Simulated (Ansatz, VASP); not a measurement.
# ScSi2 in VASP and in Ansatz

```
Sc Si
1.0
     3.41713    0.00000    0.00000
    -1.70857    2.95933    0.00000
     0.00000    0.00000    6.41343
Sc Si
1 2
Cartesian
  0.0000 0.0000 0.0000
  0.0000 1.9729 2.2670
  1.7086 0.9864 4.1464
```

Alike in both runs: task single point; functional PBE; k mesh 6 × 6 × 4; occupations gaussian, width 0.1 eV; no spin polarisation.

|  | VASP | Ansatz |
| --- | --- | --- |
| version | VASP 6.6.1 | Ansatz 0.2.0 |
| potentials or method | VASP PAW PBE potentials, release 64 (Sc_sv, Si), cutoff 520 eV | scalar-relativistic, plane waves, PAW |
| valence electrons in the cell | 19 | 19 |

|  | VASP | Ansatz | Ansatz less VASP |
| --- | --- | --- | --- |
| gap on the k mesh at the Fermi level (eV) | none | none | - |
| pressure (GPa) | -11.1 | -11.1 | -0.01 |
| traceless stress, the component that is largest in VASP (GPa) | -0.19 | -0.19 | -0.002 |
| rms of the force components (eV/Å) | 0.133 | 0.129 | -0.0043 |

Atom by atom the forces differ by 0.004 eV/Å (rms over components). A gap of «none» marks a metal or a gap that the smearing closes.
